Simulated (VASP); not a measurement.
Write the native input for VASP 6.6.1 that does the following.

```yaml
Task: single point
Functional: PBE
Potentials_or_basis: VASP PAW PBE potentials, release 64 (Si)
Cutoff: 520 eV
k_mesh: 12 × 12 × 16
Occupations: gaussian, width 0.1 eV
Spin: no spin polarisation
Dipole_correction: no
Further_INCAR_settings: ALGO = Normal; EDIFF = 1e-06; NBANDS = 13
```

The structure of Si lies in POSCAR:

```
Si
1.0
    4.4262879034      0.0000000000      0.0000000000
   -2.2131439517      3.8332777688      0.0000000000
    0.0000000000      0.0000000000      2.6089179116
Si
3
Direct
    0.0000000000      0.0000000000      0.0000000000
    0.3333333333      0.6666666667      0.5000000000
    0.6666666667      0.3333333333      0.5000000000
```

These files were run (other wordings do the same):

INCAR

```
SYSTEM = Si
PREC = Accurate
ENCUT = 520
EDIFF = 1E-6
ISMEAR = 0
SIGMA = 0.1
LREAL = .FALSE.
LASPH = .TRUE.
NELM = 80
ALGO = Normal
ISIF = 2
LWAVE = .FALSE.
LCHARG = .FALSE.
GGA = PE
NBANDS = 13
```

KPOINTS

```
Automatic mesh
0
G
  12 12 16
  0 0 0
```

Potentials or basis: VASP PAW PBE potentials, release 64 (Si).

Launch:

```console
$ cat potpaw_PBE.64/Si/POTCAR > POTCAR
$ mpirun -np 1 vasp_std > vasp.out
```

Results of the run:

```json
{
  "Pressure": "0.0 GPa",
  "Band gap on the k mesh": "zero (band 6 reaches 12.21 eV, above the bottom of band 7 at 5.61 eV)"
}
```

It took 32 s on 1 thread of Intel(R) Xeon(R) Platinum 8488C (Sapphire Rapids), on a shared host, peak memory 0.21 GiB.
